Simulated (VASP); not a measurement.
# Ge5Pd (P6/mmm) in VASP: single point with PBE

Aim: the single point of Ge5Pd with PBE.

Everything below comes from runs of VASP 6.6.1. Logs are shortened: lines on timing, memory, paths and dates and some standing lists are left out, and cuts for length are marked.

## (1) The cell of the first run

It takes space group P6/mmm (No. 191, hexagonal). Conventional cell: a = 4.903 Å, b = 4.903 Å, c = 5.250 Å, α = 90.00°, β = 90.00°, γ = 120.00°. Within 3.5 Å of Ge (site symmetry -6m2) lie 8 Ge at 2.62 to 2.83 Å. Within 3.5 Å of Ge (site symmetry -6m2) lie 5 Ge at 2.62 to 2.83 Å and 3 Pd at 2.83 Å. Within 3.5 Å of Ge (site symmetry 6/mmm) lie 2 Pd at 2.62 Å and 6 Ge at 2.83 Å. Within 3.5 Å of Pd (site symmetry 6/mmm) lie 8 Ge at 2.62 to 2.83 Å.

The cell was generated, and may not be a known phase.

## (2) Single point, PBE, collinear spin

INCAR

```
PREC = Accurate ; ENCUT = 520
EDIFF = 1E-6 ; ISMEAR = 0
SIGMA = 0.1 ; LREAL = F
LASPH = T ; NELM = 150
ALGO = Normal ; ISIF = 2
LWAVE = F ; LCHARG = F
ISPIN = 2 ; MAGMOM = 0 0 0 0 0 1
LORBIT = 11 ; LMAXMIX = 4
GGA = PE ; NBANDS = 53
```

KPOINTS

```
regular mesh
0
Gamma
  6 6 4
```

POSCAR

```
Ge5Pd
1.0
    4.9033993107      0.0000000000      0.0000000000
   -2.4516996553      4.2464683680      0.0000000000
    0.0000000000      0.0000000000      5.2497324292
Ge Pd
5 1
Direct
    0.3333333333      0.6666666667      0.5000000000
    0.6666666667      0.3333333333      0.5000000000
    0.3333333333      0.6666666667      0.0000000000
    0.6666666667      0.3333333333      0.0000000000
    0.0000000000      0.0000000000      0.5000000000
    0.0000000000      0.0000000000      0.0000000000
```

Potentials or basis: VASP PAW PBE potentials, release 64 (Ge_d, Pd).

Command:

```bash
$ cat potpaw_PBE.64/Ge_d/POTCAR potpaw_PBE.64/Pd/POTCAR > POTCAR
$ mpirun -np 1 vasp_std > vasp.out
```

OUTCAR:

```text
PREC = Accurate
   ENCUT = 520
   EDIFF = 1E-6
   ISMEAR = 0
   LREAL = F
   LASPH = T
   NELM = 150
   ISIF = 2
   ISPIN = 2
   LORBIT = 11
   GGA = PE

 ion  position               nearest neighbor table
   1  0.333  0.667  0.500-   3 2.62   3 2.62   5 2.83   2 2.83   2 2.83   5 2.83   5 2.83   2 2.83

   2  0.667  0.333  0.500-   4 2.62   4 2.62   5 2.83   1 2.83   1 2.83   5 2.83   5 2.83   1 2.83

   3  0.333  0.667  0.000-   1 2.62   1 2.62   6 2.83   4 2.83   4 2.83   6 2.83   6 2.83   4 2.83

   4  0.667  0.333  0.000-   2 2.62   2 2.62   6 2.83   3 2.83   3 2.83   6 2.83   6 2.83   3 2.83

   5  0.000  0.000  0.500-   6 2.62   6 2.62   1 2.83   2 2.83   2 2.83   1 2.83   2 2.83   1 2.83

   6  0.000  0.000  0.000-   5 2.62   5 2.62   3 2.83   4 2.83   4 2.83   3 2.83   4 2.83   3 2.83

  LATTYP: Found a hexagonal cell.
 ALAT       =     4.9033993107
 C/A-ratio  =     1.0706312288

  Lattice vectors:

 A1 = (   4.9033993107,   0.0000000000,   0.0000000000)
 A2 = (  -2.4516996553,   4.2464683680,   0.0000000000)
 A3 = (   0.0000000000,   0.0000000000,   5.2497324292)

Analysis of symmetry for initial positions (statically):
=====================================================================
 Subroutine PRICEL returns:
 Original cell was already a primitive cell.

 Routine SETGRP: Setting up the symmetry group for a
 hexagonal supercell.

 Subroutine GETGRP returns: Found 24 space group operations
 (whereof 24 operations were pure point group operations)
 out of a pool of 24 trial point group operations.

The static configuration has the point symmetry D_6h.

Analysis of symmetry for dynamics (positions and initial velocities):
=====================================================================
 Subroutine PRICEL returns:
 Original cell was already a primitive cell.

 Routine SETGRP: Setting up the symmetry group for a
 hexagonal supercell.

 Subroutine GETGRP returns: Found 24 space group operations
 (whereof 24 operations were pure point group operations)
 out of a pool of 24 trial point group operations.

The dynamic configuration has the point symmetry D_6h.

Analysis of structural, dynamic, and magnetic symmetry:
=====================================================================
 Subroutine PRICEL returns:
 Original cell was already a primitive cell.

 Routine SETGRP: Setting up the symmetry group for a
 hexagonal supercell.

 Subroutine GETGRP returns: Found 24 space group operations
 (whereof 24 operations were pure point group operations)
 out of a pool of 24 trial point group operations.

The overall configuration has the point symmetry D_6h.

 Subroutine INISYM returns: Found 24 space group operations
 (whereof 24 operations are pure point group operations),
 and found     1 'primitive' translations

----------------------------------------------------------------------------------------

                                     Primitive cell

  volume of cell :     109.3106

  direct lattice vectors                    reciprocal lattice vectors
     4.903399311  0.000000000  0.000000000     0.203940152  0.117744902  0.000000000
    -2.451699655  4.246468368  0.000000000     0.000000000  0.235489803  0.000000000
     0.000000000  0.000000000  5.249732429     0.000000000  0.000000000  0.190485899

  length of vectors
     4.903399311  4.903399311  5.249732429     0.235489803  0.235489803  0.190485899

  position of ions in fractional coordinates (direct lattice)
     0.333333333  0.666666667  0.500000000
     0.666666667  0.333333333  0.500000000
     0.333333333  0.666666667  0.000000000
     0.666666667  0.333333333  0.000000000
     0.000000000  0.000000000  0.500000000
     0.000000000  0.000000000  0.000000000

  ion indices of the primitive-cell ions
   primitive index   ion index
                 1           1
                 2           2
                 3           3
                 4           4
                 5           5
                 6           6

----------------------------------------------------------------------------------------

 KPOINTS: regular mesh

Automatic generation of k-mesh.
 Grid dimensions read from file:
 generate k-points for:    6    6    4

 Generating k-lattice:

  Cartesian coordinates                     Fractional coordinates (reciprocal lattice)
     0.033990025  0.019624150  0.000000000     0.166666667  0.000000000  0.000000000
     0.000000000  0.039248301  0.000000000     0.000000000  0.166666667  0.000000000
     0.000000000  0.000000000  0.047621475     0.000000000  0.000000000  0.250000000

  Length of vectors
     0.039248301  0.039248301  0.047621475

  Shift w.r.t. Gamma in fractional coordinates (k-lattice)
     0.000000000  0.000000000  0.000000000

 Subroutine IBZKPT returns following result:
 ===========================================

 Found     21 irreducible k-points:

 Following reciprocal coordinates:
            Coordinates               Weight
  0.000000  0.000000  0.000000      1.000000
  0.166667 -0.000000  0.000000      6.000000
  0.333333 -0.000000  0.000000      6.000000
  0.500000 -0.000000  0.000000      3.000000
  0.166667  0.166667  0.000000      6.000000
  0.333333  0.166667  0.000000     12.000000
[... 13 lines left out ...]
  0.333333  0.166667  0.500000     12.000000
  0.333333  0.333333  0.500000      2.000000
   k-points           NKPTS =     21   k-points in BZ     NKDIM =     21   number of bands    NBANDS=     53
   number of dos      NEDOS =    301   number of ions     NIONS =      6
   total plane-waves  NPLWV =  51840
   dimension x,y,z NGX =    36 NGY =   36 NGZ =   40
   dimension x,y,z NGXF=    72 NGYF=   72 NGZF=   80
   ions per type =               5   1
   NGX,Y,Z   is equivalent  to a cutoff of  12.21, 12.21, 12.67 a.u.
   NGXF,Y,Z  is equivalent  to a cutoff of  24.41, 24.41, 25.33 a.u.
 SYSTEM =  unknown system
   PREC   = accura    normal or accurate (medium, high low for compatibility)
   ISTART =      0    job   : 0-new  1-cont  2-samecut
   ICHARG =      2    charge: 1-file 2-atom 10-const
   ISPIN  =      2    spin polarized calculation?
   LNONCOLLINEAR =      F non collinear calculations
   LSORBIT =      F    spin-orbit coupling
   LASPH  =      T    aspherical Exc in radial PAW
   ENCUT  =  520.0 eV  38.22 Ry    6.18 a.u.   9.12  9.12  9.76*2*pi/ulx,y,z
   NELM   =    150;   NELMIN=  2; NELMDL= -5     # of ELM steps
   EDIFF  = 0.1E-05   stopping-criterion for ELM
   LREAL  =      F    real-space projection
   EDIFFG = 0.1E-04   stopping-criterion for IOM
   NSW    =      0    number of steps for IOM
   IBRION =     -1    ionic relax: 0-MD 1-quasi-New 2-CG
   NFREE  =      0    steps in history (QN), initial steepest desc. (CG)
   ISIF   =      2    stress and relaxation
   ISYM   =      2    0-nonsym 1-usesym 2-fastsym
   POTIM  = 0.5000    time-step for ionic-motion
   TEBEG  =    0.0;   TEEND  =   0.0 temperature during run
   PSTRESS=    0.0 pullay stress
   NELECT =      80.0000    total number of electrons
   NUPDOWN=      -1.0000    fix difference up-down
   EMIN   =  10.00;   EMAX   =-10.00  energy-range for DOS
   EFERMI =   0.00;   METHOD = LEGACY
   ISMEAR =     0;   SIGMA  =   0.10  broadening in eV -4-tet -1-fermi 0-gaus
   EFERMI_NEDOS =   21; number of points for ismear=-14 and -15
   IALGO  =     38    algorithm
   IMIX   =      4    mixing-type and parameters
     AMIX     =   0.40;   BMIX     =  1.00
     AMIX_MAG =   1.60;   BMIX_MAG =  1.00
  volume/ion in A,a.u.               =      18.22       122.94
  Fermi-wavevector in a.u.,A,eV,Ry     =   1.475313  2.787937 29.613723  2.176547
  Thomas-Fermi vector in A             =   2.589977
   LORBIT       =     11    0 simple, 1 ext, 2 COOP (PROOUT), +10 PAW based schemes
   GGA     = PE    functional components
   LHFCALC =     F    Hartree Fock is set to
   AEXX    =    0.0000 exact exchange contribution
   IVDW    =     0    specifies the selected vdW correction
   LEPSILON=     F    determine dielectric tensor
   LRPA    =     F    only Hartree local field effects (RPA)
 spin polarized calculation
 Gauss-broadening in eV      SIGMA  =   0.10
  energy-cutoff  :      520.00
  volume of cell :      109.31
 maximum number of plane-waves:      2966
   NGX = 19   NGY = 19   NGZ = 19

 number of electron      79.9999931 magnetization       0.0002560

 number of electron      79.9999931 magnetization      -0.0000134

 Free energy of the ion-electron system (eV)
  ---------------------------------------------------
  ext. energy  EPLUGINS =         0.00000000
  ---------------------------------------------------
  free energy    TOTEN  =       -27.34280217 eV

  energy without entropy =      -27.33797848  energy(sigma->0) =      -27.34039032

 E-fermi :   6.8882     XC(G=0): -11.4884

 val. band max:        6.8216152633   @ k =   0.3333   0.3333   0.0000
 cond. band min:       6.9609535248   @ k =   0.3333  -0.0000   0.0000
 fundamental gap:      0.1393382615
 Fermi energy:         6.8881653166

 spin component 1

 k-point     1 :       0.0000    0.0000    0.0000
  band No.  band energies     occupation
      1     -17.7087      1.00000
      2     -17.6527      1.00000
      3     -17.6187      1.00000
      4     -17.6187      1.00000
      5     -17.6096      1.00000
      6     -17.6096      1.00000
[... 44 lines left out ...]
     51      14.6794      0.00000
     52      15.2550      0.00000

 k-point     2 :       0.1667   -0.0000    0.0000
  band No.  band energies     occupation
      1     -17.7058      1.00000
      2     -17.6604      1.00000
      3     -17.6272      1.00000
      4     -17.6195      1.00000
      5     -17.6118      1.00000
      6     -17.6088      1.00000
[... 44 lines left out ...]
     51      15.1958      0.00000
     52      15.3314      0.00000
[... 988 lines left out ...]
     51      14.0160      0.00000
     52      14.3949      0.00000

 k-point    21 :       0.3333    0.3333    0.5000
  band No.  band energies     occupation
      1     -17.6577      1.00000
      2     -17.6256      1.00000
      3     -17.6256      1.00000
      4     -17.6229      1.00000
      5     -17.6229      1.00000
      6     -17.6015      1.00000
[... 44 lines left out ...]
     51      13.4496      0.00000
     52      13.9820      0.00000
 Fermi energy:         6.8881653166

 spin component 2

 k-point     1 :       0.0000    0.0000    0.0000
  band No.  band energies     occupation
      1     -17.7087      1.00000
      2     -17.6527      1.00000
      3     -17.6187      1.00000
      4     -17.6187      1.00000
      5     -17.6096      1.00000
      6     -17.6096      1.00000
[... 44 lines left out ...]
     51      14.6794      0.00000
     52      15.2550      0.00000

 k-point     2 :       0.1667   -0.0000    0.0000
  band No.  band energies     occupation
      1     -17.7058      1.00000
      2     -17.6604      1.00000
      3     -17.6272      1.00000
      4     -17.6195      1.00000
      5     -17.6118      1.00000
      6     -17.6088      1.00000
[... 44 lines left out ...]
     51      15.1958      0.00000
     52      15.3313      0.00000
[... 988 lines left out ...]
     51      14.0160      0.00000
     52      14.3949      0.00000

 k-point    21 :       0.3333    0.3333    0.5000
  band No.  band energies     occupation
      1     -17.6577      1.00000
      2     -17.6256      1.00000
      3     -17.6256      1.00000
      4     -17.6229      1.00000
      5     -17.6229      1.00000
      6     -17.6015      1.00000
[... 44 lines left out ...]
     51      13.4496      0.00000
     52      13.9820      0.00000
 [bands above 52 left out]

------------------------ aborting loop because EDIFF is reached ----------------------------------------

  FORCE on cell =-STRESS in cart. coord.  units (eV):
  Direction    XX          YY          ZZ          XY          YZ          ZX
  --------------------------------------------------------------------------------------
  -------------------------------------------------------------------------------------
  Total       -0.2373426     -0.2373426     -0.2436412     -0.0000000     -0.0000000      0.0000000
  in kB       -3.4787554     -3.4787554     -3.5710750     -0.0000000     -0.0000000      0.0000000
  external PRESSURE =      -3.5095286 kB  Pullay stress =       0.0000000 kB

 VOLUME and BASIS-vectors are now :
 -----------------------------------------------------------------------------
  energy-cutoff  :      520.00
  volume of cell :      109.31
      direct lattice vectors                 reciprocal lattice vectors
     4.903399311  0.000000000  0.000000000     0.203940152  0.117744902  0.000000000
    -2.451699655  4.246468368  0.000000000     0.000000000  0.235489803  0.000000000
     0.000000000  0.000000000  5.249732429     0.000000000  0.000000000  0.190485899

 POSITION                                       TOTAL-FORCE (eV/Angst)
 -----------------------------------------------------------------------------------
     -0.00000      2.83098      2.62487         0.000000      0.000000      0.000000
      2.45170      1.41549      2.62487        -0.000000     -0.000000     -0.000000
     -0.00000      2.83098      0.00000         0.000000     -0.000000      0.000000
      2.45170      1.41549      0.00000        -0.000000      0.000000      0.000000
      0.00000      0.00000      2.62487        -0.000000      0.000000      0.000000
      0.00000      0.00000      0.00000        -0.000000      0.000000      0.000000
 -----------------------------------------------------------------------------------
    total drift:                                0.000000      0.000000      0.000000

  FREE ENERGIE OF THE ION-ELECTRON SYSTEM (eV)
  ---------------------------------------------------
  free  energy   TOTEN  =       -27.3428021666 eV

  energy  without entropy=      -27.3379784755  energy(sigma->0) =      -27.34039032

 total charge

# of ion       s       p       d       tot
------------------------------------------
    1        1.213   1.026  10.032  12.271
    2        1.213   1.026  10.032  12.271
    3        1.192   1.014  10.027  12.233
    4        1.192   1.014  10.027  12.233
    5        1.240   0.965  10.032  12.238
    6        0.437   0.394   8.542   9.373
--------------------------------------------------
tot          6.487   5.439  58.693  70.619

 magnetization (x)

# of ion       s       p       d       tot
------------------------------------------
    1        0.000   0.000   0.000   0.000
    2        0.000   0.000   0.000   0.000
    3        0.000  -0.000  -0.000  -0.000
    4        0.000  -0.000  -0.000  -0.000
    5        0.000  -0.000  -0.000  -0.000
    6        0.000  -0.000   0.000   0.000
--------------------------------------------------
tot          0.000  -0.000   0.000   0.000
```

It took 5.1 min on 1 thread of Oxide Virtual Turin-like, shared host; peak memory 0.32 GiB.

What came out:

```
Free energy                                           : -27.3428 eV
Pressure                                              : -0.4 GPa
Band gap on the k mesh                                : zero (filled and empty bands overlap)
Net moment                                            : 0.00 μB per cell
Valence electrons inside the program's atomic spheres : Ge 12.27, 12.23, 12.24 (each value once); Pd 9.37
```

The gap in the log of VASP goes by the Fermi energy; the results here count the filled bands.